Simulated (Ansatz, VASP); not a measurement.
Cs2In: VASP beside Ansatz

The input INCAR:

```
  PREC = Accurate
  ENCUT = 600
  EDIFF = 1E-7
  ISMEAR = 0
  SIGMA = 0.1
  LREAL = F
  LASPH = T
  NELM = 100
  ALGO = Normal
  ISIF = 3
  LWAVE = F
  LCHARG = F
  GGA = PE
  IBRION = 2
  NSW = 90
  EDIFFG = -0.04
```

KPOINTS

```
Automatic mesh
0
Gamma
  6 6 6
```

Contents of POSCAR:

```
Cs2In
1.0
    2.2495730246      1.2987915913      6.7942860042
   -2.2495730246      1.2987915913      6.7942860042
    0.0000000000     -2.5975831827      6.7942860042
Cs In
2 1
Direct
    0.7500000000      0.7500000000      0.7500000000
    0.2500000000      0.2500000000      0.2500000000
    0.0000000000      0.0000000000      0.0000000000
```

Input for Ansatz:

```yaml
crystal:
  lattice:
    - [2.2495730246, 1.2987915913, 6.7942860042]
    - [-2.2495730246, 1.2987915913, 6.7942860042]
    - [0.0, -2.5975831827, 6.7942860042]
  atoms:
    - { symbol: Cs, position: [0.75, 0.75, 0.75] }
    - { symbol: Cs, position: [0.25, 0.25, 0.25] }
    - { symbol: In, position: [0.0, 0.0, 0.0] }
basis:
  ecutwfc: 420
kpoints:
  mp_grid: { grid: [6, 6, 6] }
hamiltonian:
  xc: pbe
scf:
  occupations: { method: gaussian, width: 0.1 }
  lower_state_search: "off"
output:
  forces: true
  stress: true
  eigenvalues: true
relax:
  adjacent_minimum: "off"
  f_tol: 0.04
  max_steps: 70
  cell: { stress_tol: 0.4 }
```

Alike in both runs: task relaxation of cell and atoms; functional PBE; k mesh 6 × 6 × 6; occupations gaussian, width 0.1 eV; no spin polarisation.

|  | VASP | Ansatz |
| --- | --- | --- |
| version | VASP 6.6.1 | Ansatz 0.2.0 |
| potentials or method | VASP PAW PBE potentials, release 64 (Cs_sv, In_d), cutoff 600 eV | scalar-relativistic, plane waves, PAW |
| valence electrons in the cell | 31 | 31 |

Ansatz gave:

* gap on the k mesh at the Fermi level, each at its own relaxed structure (eV): none
* relaxed volume (Å³/atom): 76.94
* relaxed cell length with the largest relative difference (Å): 9.118

Problem. Which values does VASP return?

Solution. gap on the k mesh at the Fermi level, each at its own relaxed structure (eV): none; relaxed volume (Å³/atom): 76.34; relaxed cell length with the largest relative difference (Å): 8.983.

A gap of «none» marks a metal or a gap that the smearing closes.

Neither program's run includes spin-orbit coupling. Noted on VASP's run: the volume moved by over 15 % at a fixed basis, so the end points are rough.
